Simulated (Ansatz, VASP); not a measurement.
# Two plane-wave programs on ScAl

Contents of INCAR:

```
PREC     = Accurate       # precision mode
ENCUT    = 520            # plane-wave cutoff, eV
EDIFF    = 1E-6           # SCF threshold, eV
ISMEAR   = -1             # smearing method
SIGMA    = 0.1            # smearing width, eV
LREAL    = False          # projectors in reciprocal space
LASPH    = True           # aspherical terms in the spheres
NELM     = 100            # most SCF steps
ALGO     = Normal         # electronic algorithm
ISIF     = 2              # what is computed and relaxed
LWAVE    = False          # write WAVECAR
LCHARG   = False          # write CHGCAR
GGA      = PS             # functional
NBANDS   = 14             # bands
```

Contents of KPOINTS:

```
Automatic mesh
0
Gamma
  12 12 12
```

Contents of POSCAR:

```
ScAl
1.0
    3.3703489700      0.0000000000      0.0000000000
    0.0000000000      3.3703489700      0.0000000000
    0.0000000000      0.0000000000      3.3703489700
Sc Al
1 1
Direct
    0.5000000000      0.5000000000      0.5000000000
    0.0000000000      0.0000000000      0.0000000000
```

Input for Ansatz:

```yaml
crystal:
  lattice:
    - [3.37034897, 0.0, 0.0]
    - [0.0, 3.37034897, 0.0]
    - [0.0, 0.0, 3.37034897]
  atoms:
    - { symbol: Sc, position: [0.5, 0.5, 0.5] }
    - { symbol: Al, position: [0.0, 0.0, 0.0] }
basis:
  ecutwfc: 420
kpoints:
  mp_grid: { grid: [12, 12, 12] }
hamiltonian:
  xc: pbesol
scf:
  occupations: { method: fermi_dirac, width: 0.1 }
output:
  forces: true
  stress: true
  eigenvalues: true
```

Alike in both runs: task single point; functional PBEsol; k mesh 12 × 12 × 12; occupations fermi-dirac, width 0.1 eV; no spin polarisation.

```csv
,VASP,Ansatz
version,VASP 6.6.1,Ansatz 0.2.0
potentials or method,"VASP PAW PBE potentials, release 64 (Sc_sv, Al), cutoff 520 eV","scalar-relativistic, plane waves, PAW"
valence electrons in the cell,14,14
```

```tsv
	VASP	Ansatz	Ansatz less VASP
gap on the k mesh at the Fermi level (eV)	none	none	-
pressure (GPa)	-1.6	-1.7	-0.12
```

VASP's potentials were made for PBE, not for PBEsol. A gap of «none» marks a metal or a gap that the smearing closes. The functional is the same, so the differences come from potentials, cutoffs and numerics.
